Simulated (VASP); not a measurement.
A run of VASP 6.6.1 is set up as follows.

Contents of POSCAR:

```
BAs
1.0
    3.3621238247      0.0000000000      0.0000000000
   -1.6810619123      2.9116846428      0.0000000000
    0.0000000000      0.0000000000     23.8000000000
B As
1 1
Direct
    0.3333333333      0.6666666667      0.2941176471
    0.6666666667      0.3333333333      0.2941176471
```

File INCAR.step1:

```
SYSTEM = BAs
ALGO = Normal ; DIPOL = 0.5 0.5 0.294
EDIFF = 1E-5 ; ENCUT = 460
GGA = PE ; GGA_COMPAT = .False.
IDIPOL = 3 ; ISMEAR = 0
LASPH = .True. ; LCHARG = .False.
LDIPOL = .True. ; LREAL = .False.
LWAVE = .True. ; NBANDS = 11
NELM = 120 ; NELMDL = -8
PREC = Accurate ; SIGMA = 0.03
```

Contents of INCAR.step2:

```
SYSTEM = BAs
ALGO = Normal ; BPARAM = 11.95
CPARAM = 0.0093 ; DIPOL = 0.5 0.5 0.294
EDIFF = 1E-6 ; ENCUT = 460
GGA_COMPAT = .False. ; IDIPOL = 3
ISIF = 2 ; ISMEAR = 0
ISTART = 1 ; IVDW_NL = 2
LASPH = .True. ; LCHARG = .False.
LDIPOL = .True. ; LMIXTAU = .True.
LREAL = .False. ; LUSE_VDW = .True.
LWAVE = .False. ; METAGGA = R2SCAN
NBANDS = 11 ; NELM = 120
PREC = Accurate ; SIGMA = 0.03
```

The input KPOINTS:

```
k-points
0
Gamma
  12 12 1
  0 0 0
```

Potentials or basis: VASP PAW PBE potentials, release 64 (B, As).

Command:

```sh
$ cat potpaw_PBE.64/B/POTCAR potpaw_PBE.64/As/POTCAR > POTCAR
$ cp INCAR.step1 INCAR
$ mpirun -np 1 vasp_std > vasp.out
$ cp INCAR.step2 INCAR
$ mpirun -np 1 vasp_std > vasp.out
```

Question: Estimate the band gap on the k mesh.

Answer: 0.97 eV, direct.
